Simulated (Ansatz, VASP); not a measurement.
# BaHf2O4 in VASP and in Ansatz

```
CELL_PARAMETERS angstrom
2.16226 -6.57244 0.00000
2.16226 6.57244 0.00000
0.00000 0.00000 3.97583
ATOMIC_POSITIONS crystal
Ba 0.00000 0.00000 0.00000
Hf 0.33224 0.66776 0.50000
Hf 0.66776 0.33224 0.50000
O 0.16938 0.83062 0.50000
O 0.36732 0.63268 0.00000
O 0.83062 0.16938 0.50000
O 0.63268 0.36732 0.00000
```

Change from the starting cell: species swapped into the CeRe4Si2 type (Cmmm, No. 65).

Alike in both runs: functional PBE; k mesh 8 × 8 × 8; occupations gaussian, width 0.1 eV; no spin polarisation.

Ansatz relaxed the structure, and its values are those at the end. VASP's run is a single point on that final structure, the one shown.

|  | VASP | Ansatz |
| --- | --- | --- |
| version | VASP 6.6.1 | Ansatz 0.2.0 |
| potentials or method | VASP PAW PBE potentials, release 64 (Ba_sv, Hf_pv, O), cutoff 520 eV | scalar-relativistic, plane waves, PAW |
| valence electrons in the cell | 54 | 86 |

|  | VASP | Ansatz | Ansatz less VASP |
| --- | --- | --- | --- |
| gap on the k mesh at the Fermi level (eV) | none | none | - |
| pressure (GPa) | -0.8 | 0.0 | +0.78 |
| rms of the force components (eV/Å) | 0.062 | 0.002 | -0.0595 |

A gap of «none» marks a metal or a gap that the smearing closes. VASP's potentials hold 54 valence electrons a cell and Ansatz's 86, so a difference there can come from the potentials and not from the codes.

Neither program's run includes spin-orbit coupling.
